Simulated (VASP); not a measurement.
Write the native input for VASP 6.6.1 that does the following.

```yaml
Task: single point
Functional: PBE
Potentials_or_basis: VASP PAW PBE potentials, release 64 (Zr_sv)
Cutoff: 520 eV
k_mesh: 10 × 10 × 5
Occupations: fermi-dirac, width 0.15 eV
Spin: no spin polarisation
Dipole_correction: no
Further_INCAR_settings: ALGO = Normal; EDIFF = 1e-06; NBANDS = 19
```

The structure of Zr lies in POSCAR:

```
Zr
1.0
    3.1772097543      0.0000000000      0.0000000000
   -1.5886048771      2.7515442571      0.0000000000
    0.0000000000      0.0000000000      5.0597458556
Zr
2
Direct
    0.3333333333      0.6666666667      0.2500000000
    0.6666666667      0.3333333333      0.7500000000
```

One way to write it, as run:

INCAR

```
SYSTEM = Zr
ALGO = Normal
EDIFF = 1E-6
ENCUT = 520
GGA = PE
ISIF = 2
ISMEAR = -1
LASPH = .True.
LCHARG = .False.
LREAL = .False.
LWAVE = .False.
NBANDS = 19
NELM = 100
PREC = Accurate
SIGMA = 0.15
```

KPOINTS

```
k-points
0
Gamma
  10 10 5
  0 0 0
```

Potentials or basis: VASP PAW PBE potentials, release 64 (Zr_sv).

Launch:

```bash
$ cat potpaw_PBE.64/Zr_sv/POTCAR > POTCAR
$ mpirun -np 1 vasp_std > vasp.out
```

It gave:

```json
{
  "Pressure": "5.9 GPa",
  "Band gap on the k mesh": "zero (band 12 reaches 10.45 eV, above the bottom of band 13 at 9.28 eV)"
}
```

It took 26 s on 1 thread of Intel(R) Xeon(R) Platinum 8259CL CPU @ 2.50GHz (Skylake/Cascade Lake), with other jobs on the host, peak memory 0.17 GiB.
